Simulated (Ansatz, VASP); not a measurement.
## BN: VASP beside Ansatz

The input POSCAR:

```
BN
1.0
    2.5439499996      0.0000000000      0.0000000000
   -1.2719749998      2.2031253256      0.0000000000
    0.0000000000      0.0000000000      4.1236590347
B N
2 2
Direct
    0.3333333333      0.6666666667      0.0001020310
    0.6666666667      0.3333333333      0.5001020310
    0.3333333333      0.6666666667      0.3748979690
    0.6666666667      0.3333333333      0.8748979690
```

File INCAR.step1:

```
ALGO = Normal ; EDIFF = 1E-4
ENCUT = 520 ; GGA = PE
ISMEAR = 0 ; LASPH = True
LCHARG = False ; LREAL = False
LWAVE = True ; NBANDS = 16
NELM = 80 ; PREC = Accurate
SIGMA = 0.01
```

INCAR.step2

```
ALGO = Normal ; EDIFF = 1E-7
ENCUT = 520 ; ISIF = 2
ISMEAR = 0 ; ISTART = 1
LASPH = True ; LCHARG = False
LMIXTAU = True ; LREAL = False
LWAVE = False ; METAGGA = R2SCAN
NBANDS = 16 ; NELM = 80
PREC = Accurate ; SIGMA = 0.01
```

File KPOINTS:

```
k-points
0
Gamma
  12 12 6
```

Input for Ansatz:

```yaml
crystal:
  lattice:
    - [2.5439499996, 0.0, 0.0]
    - [-1.2719749998, 2.2031253256, 0.0]
    - [0.0, 0.0, 4.1236590347]
  atoms:
    - { symbol: B, position: [0.3333333333, 0.6666666667, 0.000102031] }
    - { symbol: B, position: [0.6666666667, 0.3333333333, 0.500102031] }
    - { symbol: "N", position: [0.3333333333, 0.6666666667, 0.374897969] }
    - { symbol: "N", position: [0.6666666667, 0.3333333333, 0.874897969] }
kpoints:
  mp_grid: { grid: [12, 12, 6] }
  band_path:
    path:
      - [0.0, 0.0, 0.0]
      - [0.5, 0.0, 0.0]
      - [0.3333333333, 0.3333333333, 0.0]
      - [0.0, 0.0, 0.5]
      - [0.5, 0.0, 0.5]
      - [0.3333333333, 0.3333333333, 0.5]
      - [0.1, 0.0, 0.0]
    npoints: 1
hamiltonian:
  xc: r2scan
scf:
  occupations: { method: fixed }
  n_extra_bands: 5
output:
  forces: true
  stress: true
  eigenvalues: true
```

Change from the starting cell: uniaxial_z strain -2.0%.

Alike in both runs: task single point; functional r2SCAN; k mesh 12 × 12 × 6; no spin polarisation.

```csv
,VASP,Ansatz
version,VASP 6.6.1,Ansatz 0.2.0
potentials or method,"VASP PAW PBE potentials, release 64 (B, N)","plane waves, PAW"
plane-wave cutoff (eV),520,500
occupations,"gaussian, width 0.01 eV",fixed
valence electrons in the cell,16,16
```

VASP gave:

| Item | Value |
| --- | --- |
| gap on the k mesh at the Fermi level (eV) | 5.78 |
| pressure (GPa) | 9.7 |
| traceless stress, the component that is largest in VASP (GPa) | 14.46 |

Which values does Ansatz return?

gap on the k mesh at the Fermi level (eV): 5.81; pressure (GPa): 8.5; traceless stress, the component that is largest in VASP (GPa): 14.38.

VASP's potentials were made for PBE, not for r2SCAN.
